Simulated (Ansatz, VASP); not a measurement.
Cd in VASP and in Ansatz

The input INCAR:

```
PREC = Accurate
ENCUT = 520
EDIFF = 1E-7
ISMEAR = -1
SIGMA = 0.1
LREAL = F
LASPH = T
NELM = 60
ALGO = Normal
ISIF = 2
LWAVE = F
LCHARG = F
GGA = RP
NBANDS = 25
```

KPOINTS

```
Automatic mesh
0
Gamma
  8 8 11
```

Contents of POSCAR:

```
Cd
1.0
    5.1875773231      0.0000000000      0.0000000000
   -2.5937886615      4.4925737459      0.0000000000
    0.0000000000      0.0000000000      3.1313945002
Cd
3
Direct
    0.0000000000      1.0000000000      0.0000000000
    0.3333333333      0.6666666667      0.5000000000
    0.6666666667      0.3333333333      0.5000000000
```

Input for Ansatz:

```yaml
crystal:
  lattice:
    - [5.1875773231, 0.0, 0.0]
    - [-2.5937886615, 4.4925737459, 0.0]
    - [0.0, 0.0, 3.1313945002]
  atoms:
    - { symbol: Cd, position: [0.0, 1.0, 0.0] }
    - { symbol: Cd, position: [0.3333333333, 0.6666666667, 0.5] }
    - { symbol: Cd, position: [0.6666666667, 0.3333333333, 0.5] }
hamiltonian:
  xc: rpbe
  pseudopotentials:
    kind: paw
    azcp:
      Cd: "pseudopotentials/Cd.paw.azcp"
basis:
  ecutwfc: 420
  fft_grid_basis: typed
kpoints:
  mp_grid: { grid: [8, 8, 11], shift: [0, 0, 0] }
magnetization:
  spin_polarized: false
scf:
  occupations: { method: fermi_dirac, width: 0.1 }
  lower_state_search: "off"
output:
  stress: true
```

Alike in both runs: task single point; functional RPBE; k mesh 8 × 8 × 11; occupations fermi-dirac, width 0.1 eV; no spin polarisation.

|  | VASP | Ansatz |
| --- | --- | --- |
| version | VASP 6.6.1 | Ansatz 0.2.0 |
| potentials or method | VASP PAW PBE potentials, release 64 (Cd), cutoff 520 eV | plane waves (420 eV) with PAW, scalar-relativistic |
| valence electrons in the cell | 36 | 60 |

```csv
,VASP,Ansatz,Ansatz less VASP
pressure (GPa),1.4,1.3,-0.18
```

VASP's potentials were made for PBE, not for RPBE. With one functional, cell and mesh, what is left measures potentials, basis and numerics. VASP's potentials hold 36 valence electrons a cell and Ansatz's 60, so a difference there can come from the potentials and not from the codes.
